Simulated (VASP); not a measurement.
# Ba4O5 in VASP: single point with PBE

Aim: the single point of Ba4O5 with PBE.

Program: VASP 6.6.1. These are calculated values, not measurements. Logs are shortened: lines on timing, memory, paths and dates and some standing lists are left out, and cuts for length are marked.

## (1) The cell of the first run

The cell holds a slab with vacuum, 9 atoms: a = 3.889 Å, b = 3.889 Å, c = 30.702 Å, α = 90.00°, β = 90.00°, γ = 120.00°.

## (2) Single point, PBE

Input file INCAR:

```
ALGO = Normal
DIPOL = 0.5 0.5 0.499
EDIFF = 1E-6
ENCUT = 520
GGA = PE
GGA_COMPAT = False
IDIPOL = 3
ISIF = 2
ISMEAR = 0
LASPH = True
LCHARG = False
LDIPOL = True
LREAL = False
LWAVE = False
NBANDS = 45
NELM = 120
NELMDL = -8
PREC = Accurate
SIGMA = 0.05
```

Input file KPOINTS:

```
k-points
0
Gamma
  9 9 1
```

Input file POSCAR:

```
Ba4O5
1.0
    3.8890873004      0.0000000000      0.0000000000
   -1.9445436502      3.3680483997      0.0000000000
    0.0000000000      0.0000000000     30.7017059139
O Ba
5 4
Direct
    0.3333333333      0.6666666667      0.2931433200
    0.0000000000      0.0000000000      0.3965716600
    0.6666666667      0.3333333333      0.4965482108
    0.3333333333      0.6666666667      0.5982618334
    0.0000000000      0.0000000000      0.6911782929
    0.6666666667      0.3333333333      0.3448574900
    0.3333333333      0.6666666667      0.4482858300
    0.0000000000      0.0000000000      0.5557377502
    0.6666666667      0.3333333333      0.6650312239
```

Potentials or basis: VASP PAW PBE potentials, release 64 (O, Ba_sv).

Started as:

```
> cat potpaw_PBE.64/O/POTCAR potpaw_PBE.64/Ba_sv/POTCAR > POTCAR
> mpirun -np 1 vasp_std > vasp.out
```

OUTCAR:

```text
EDIFF = 1E-6
   ENCUT = 520
   GGA = PE
   ISIF = 2
   ISMEAR = 0
   LASPH = True
   LREAL = False
   NELM = 120
   NELMDL = -8
   PREC = Accurate

 ion  position               nearest neighbor table
   1  0.333  0.667  0.293-   6 2.75   6 2.75   6 2.75
   2  0.000  0.000  0.397-   6 2.75   7 2.75   6 2.75   7 2.75   6 2.75   7 2.75
   3  0.667  0.333  0.497-   7 2.69   7 2.69   7 2.69   8 2.89   8 2.89   8 2.89
   4  0.333  0.667  0.598-   8 2.60   8 2.60   8 2.60   9 3.04   9 3.04   9 3.04
   5  0.000  0.000  0.691-   9 2.38   9 2.38   9 2.38
   6  0.667  0.333  0.345-   2 2.75   1 2.75   1 2.75   2 2.75   2 2.75   1 2.75   7 3.89   7 3.89
                             7 3.89
   7  0.333  0.667  0.448-   3 2.69   3 2.69   3 2.69   2 2.75   2 2.75   2 2.75   6 3.89   6 3.89
                             6 3.89   8 3.99   8 3.99   8 3.99
   8  0.000  0.000  0.556-   4 2.60   4 2.60   4 2.60   3 2.89   3 2.89   3 2.89   7 3.99   7 3.99
                             7 3.99   9 4.04   9 4.04   9 4.04
   9  0.667  0.333  0.665-   5 2.38   5 2.38   5 2.38   4 3.04   4 3.04   4 3.04   8 4.04   8 4.04
                             8 4.04

  LATTYP: Found a hexagonal cell.
 ALAT       =     3.8890873004
 C/A-ratio  =     7.8943216088

  Lattice vectors:

 A1 = (   3.8890873004,   0.0000000000,   0.0000000000)
 A2 = (  -1.9445436502,   3.3680483997,   0.0000000000)
 A3 = (   0.0000000000,   0.0000000000,  30.7017059139)

Analysis of symmetry for initial positions (statically):
=====================================================================
 Subroutine PRICEL returns:
 Original cell was already a primitive cell.

 Routine SETGRP: Setting up the symmetry group for a
 hexagonal supercell.

 Subroutine GETGRP returns: Found  6 space group operations
 (whereof  6 operations were pure point group operations)
 out of a pool of 24 trial point group operations.

The static configuration has the point symmetry C_3v.

Analysis of symmetry for dynamics (positions and initial velocities):
=====================================================================
 Subroutine PRICEL returns:
 Original cell was already a primitive cell.

 Routine SETGRP: Setting up the symmetry group for a
 hexagonal supercell.

 Subroutine GETGRP returns: Found  6 space group operations
 (whereof  6 operations were pure point group operations)
 out of a pool of 24 trial point group operations.

The dynamic configuration has the point symmetry C_3v.

 Subroutine INISYM returns: Found  6 space group operations
 (whereof  6 operations are pure point group operations),
 and found     1 'primitive' translations

----------------------------------------------------------------------------------------

                                     Primitive cell

  volume of cell :     402.1504

  direct lattice vectors                    reciprocal lattice vectors
     3.889087300  0.000000000  0.000000000     0.257129738  0.148453924  0.000000000
    -1.944543650  3.368048400  0.000000000     0.000000000  0.296907847  0.000000000
     0.000000000  0.000000000 30.701705914     0.000000000  0.000000000  0.032571480

  length of vectors
     3.889087300  3.889087300 30.701705914     0.296907847  0.296907847  0.032571480

  position of ions in fractional coordinates (direct lattice)
     0.333333333  0.666666667  0.293143320
     0.000000000  0.000000000  0.396571660
     0.666666667  0.333333333  0.496548211
     0.333333333  0.666666667  0.598261833
     0.000000000  0.000000000  0.691178293
     0.666666667  0.333333333  0.344857490
     0.333333333  0.666666667  0.448285830
     0.000000000  0.000000000  0.555737750
     0.666666667  0.333333333  0.665031224

  ion indices of the primitive-cell ions
   primitive index   ion index
                 1           1
                 2           2
                 3           3
                 4           4
                 5           5
                 6           6
                 7           7
                 8           8
                 9           9

----------------------------------------------------------------------------------------

 KPOINTS: k-points

Automatic generation of k-mesh.
 Grid dimensions read from file:
 generate k-points for:    9    9    1

 Generating k-lattice:

  Cartesian coordinates                     Fractional coordinates (reciprocal lattice)
     0.028569971  0.016494880  0.000000000     0.111111111  0.000000000  0.000000000
     0.000000000  0.032989761  0.000000000     0.000000000  0.111111111  0.000000000
     0.000000000  0.000000000  0.032571480     0.000000000  0.000000000  1.000000000

  Length of vectors
     0.032989761  0.032989761  0.032571480

  Shift w.r.t. Gamma in fractional coordinates (k-lattice)
     0.000000000  0.000000000  0.000000000

 Subroutine IBZKPT returns following result:
 ===========================================

 Found     12 irreducible k-points:

 Following reciprocal coordinates:
            Coordinates               Weight
  0.000000  0.000000  0.000000      1.000000
  0.111111 -0.000000  0.000000      6.000000
  0.222222  0.000000  0.000000      6.000000
  0.333333  0.000000  0.000000      6.000000
  0.444444  0.000000  0.000000      6.000000
  0.111111  0.111111  0.000000      6.000000
  0.222222  0.111111  0.000000     12.000000
  0.333333  0.111111  0.000000     12.000000
  0.444444  0.111111  0.000000      6.000000
  0.222222  0.222222  0.000000      6.000000
  0.333333  0.222222  0.000000     12.000000
  0.333333  0.333333  0.000000      2.000000
   k-points           NKPTS =     12   k-points in BZ     NKDIM =     12   number of bands    NBANDS=     45
   number of dos      NEDOS =    301   number of ions     NIONS =      9
   total plane-waves  NPLWV = 216000
   dimension x,y,z NGX =    30 NGY =   30 NGZ =  240
   dimension x,y,z NGXF=    60 NGYF=   60 NGZF=  480
   ions per type =               5   4
   NGX,Y,Z   is equivalent  to a cutoff of  12.82, 12.82, 13.00 a.u.
   NGXF,Y,Z  is equivalent  to a cutoff of  25.65, 25.65, 25.99 a.u.
 SYSTEM =  unknown system
   PREC   = accura    normal or accurate (medium, high low for compatibility)
   ISTART =      0    job   : 0-new  1-cont  2-samecut
   ICHARG =      2    charge: 1-file 2-atom 10-const
   ISPIN  =      1    spin polarized calculation?
   LNONCOLLINEAR =      F non collinear calculations
   LSORBIT =      F    spin-orbit coupling
   LASPH  =      T    aspherical Exc in radial PAW
   ENCUT  =  520.0 eV  38.22 Ry    6.18 a.u.   7.23  7.23 57.08*2*pi/ulx,y,z
   NELM   =    120;   NELMIN=  2; NELMDL= -8     # of ELM steps
   EDIFF  = 0.1E-05   stopping-criterion for ELM
   LREAL  =      F    real-space projection
   EDIFFG = 0.1E-04   stopping-criterion for IOM
   NSW    =      0    number of steps for IOM
   IBRION =     -1    ionic relax: 0-MD 1-quasi-New 2-CG
   NFREE  =      0    steps in history (QN), initial steepest desc. (CG)
   ISIF   =      2    stress and relaxation
   ISYM   =      2    0-nonsym 1-usesym 2-fastsym
   POTIM  = 0.5000    time-step for ionic-motion
   TEBEG  =    0.0;   TEEND  =   0.0 temperature during run
   PSTRESS=    0.0 pullay stress
   NELECT =      70.0000    total number of electrons
   NUPDOWN=      -1.0000    fix difference up-down
   EMIN   =  10.00;   EMAX   =-10.00  energy-range for DOS
   EFERMI =   0.00;   METHOD = LEGACY
   ISMEAR =     0;   SIGMA  =   0.05  broadening in eV -4-tet -1-fermi 0-gaus
   EFERMI_NEDOS =   21; number of points for ismear=-14 and -15
   IALGO  =     38    algorithm
   IMIX   =      4    mixing-type and parameters
     AMIX     =   0.40;   BMIX     =  1.00
     AMIX_MAG =   1.60;   BMIX_MAG =  1.00
  volume/ion in A,a.u.               =      44.68       301.54
  Fermi-wavevector in a.u.,A,eV,Ry     =   0.914067  1.727336 11.367918  0.835518
  Thomas-Fermi vector in A             =   2.038651
   LORBIT       =      0    0 simple, 1 ext, 2 COOP (PROOUT), +10 PAW based schemes
   GGA     = PE    functional components
   LHFCALC =     F    Hartree Fock is set to
   AEXX    =    0.0000 exact exchange contribution
   IVDW    =     0    specifies the selected vdW correction
   LEPSILON=     F    determine dielectric tensor
   LRPA    =     F    only Hartree local field effects (RPA)
 non-spin polarized calculation
 Gauss-broadening in eV      SIGMA  =   0.05
  energy-cutoff  :      520.00
  volume of cell :      402.15
 maximum number of plane-waves:     10857
 NGX is ok and might be reduce to    30
   NGX = 15   NGY = 15   NGZ =115

 dipolmoment           0.000000      0.000000      1.063499 electrons x Angstroem

 number of electron      69.9999985 magnetization

 dipolmoment           0.000000      0.000000     -0.150958 electrons x Angstroem

 Free energy of the ion-electron system (eV)
  ---------------------------------------------------
  ext. energy  EPLUGINS =         0.00000000
  ---------------------------------------------------
  free energy    TOTEN  =       -49.13865809 eV

  energy without entropy =      -49.09813702  energy(sigma->0) =      -49.11839755

 E-fermi :  -3.4778     XC(G=0):  -4.7166

 val. band max:       -3.4877271043   @ k =   0.4444   0.1111   0.0000
 cond. band min:      -3.4776300947   @ k =   0.2222   0.2222   0.0000
 fundamental gap:      0.0100970096
 Fermi energy:        -3.4777862919

 k-point     1 :       0.0000    0.0000    0.0000
  band No.  band energies     occupation
      1     -29.1472      2.00000
      2     -29.0046      2.00000
      3     -28.8849      2.00000
      4     -28.4132      2.00000
      5     -19.2868      2.00000
      6     -18.9977      2.00000
[... 37 lines left out ...]
     44       2.4305      0.00000
     45       2.6661      0.00000
[... 487 lines left out ...]
      5     -19.7468      2.00000
      6     -19.2796      2.00000
[... 37 lines left out ...]
     44       2.9859      0.00000
     45       4.0139      0.00000

------------------------ aborting loop because EDIFF is reached ----------------------------------------

 vacuum level on the upper side and lower side of the slab       (xc-potential included)        -1.255         0.808

  FORCE on cell =-STRESS in cart. coord.  units (eV):
  Direction    XX          YY          ZZ          XY          YZ          ZX
  --------------------------------------------------------------------------------------
  -------------------------------------------------------------------------------------
  Total        6.9456103      6.9456103     -0.0907743      0.0000000     -0.0000000     -0.0000000
  in kB       27.6714853     27.6714853     -0.3616469      0.0000000     -0.0000000     -0.0000000
  external PRESSURE =      18.3271079 kB  Pullay stress =       0.0000000 kB

 VOLUME and BASIS-vectors are now :
 -----------------------------------------------------------------------------
  energy-cutoff  :      520.00
  volume of cell :      402.15
      direct lattice vectors                 reciprocal lattice vectors
     3.889087300  0.000000000  0.000000000     0.257129738  0.148453924  0.000000000
    -1.944543650  3.368048400  0.000000000     0.000000000  0.296907847  0.000000000
     0.000000000  0.000000000 30.701705914     0.000000000  0.000000000  0.032571480

 POSITION                                       TOTAL-FORCE (eV/Angst)
 -----------------------------------------------------------------------------------
     -0.00000      2.24537      9.00000        -0.000000      0.000000      1.716263
      0.00000      0.00000     12.17543         0.000000      0.000000     -0.120263
      1.94454      1.12268     15.24488        -0.000000     -0.000000      0.066481
     -0.00000      2.24537     18.36766         0.000000      0.000000      0.164166
      0.00000      0.00000     21.22035        -0.000000      0.000000      0.282379
      1.94454      1.12268     10.58771        -0.000000      0.000000     -2.185264
     -0.00000      2.24537     13.76314         0.000000     -0.000000      0.413110
      0.00000      0.00000     17.06210         0.000000      0.000000     -0.099690
      1.94454      1.12268     20.41759        -0.000000     -0.000000     -0.237181
 -----------------------------------------------------------------------------------
    total drift:                                0.000000     -0.000000      0.000103

  FREE ENERGIE OF THE ION-ELECTRON SYSTEM (eV)
  ---------------------------------------------------
  free  energy   TOTEN  =       -49.1386580868 eV

  energy  without entropy=      -49.0981370171  energy(sigma->0) =      -49.11839755

 vacuum level on the upper side and lower side of the slab         2.693         4.782
```

Run time: 19 min. Hardware: 1 thread of Intel Xeon Platinum 8259CL at 2.50GHz (Skylake/Cascade Lake), shared host; peak memory 0.59 GiB.

Results:

```
Free energy            : -49.1387 eV
Largest force          : 2.185 eV/Å
Band gap on the k mesh : zero (band 35 reaches -3.46 eV, above the bottom of band 36 at -3.54 eV)
```

Forces on the atoms (eV/Å):
```
O    0.000  0.000  1.716
O    0.000  0.000 -0.120
O    0.000  0.000  0.066
O    0.000  0.000  0.164
O    0.000  0.000  0.282
Ba   0.000  0.000 -2.185
Ba   0.000  0.000  0.413
Ba   0.000  0.000 -0.100
Ba   0.000  0.000 -0.237
```

Caveat: spin-orbit coupling is left out, which moves the levels of the heavy elements.
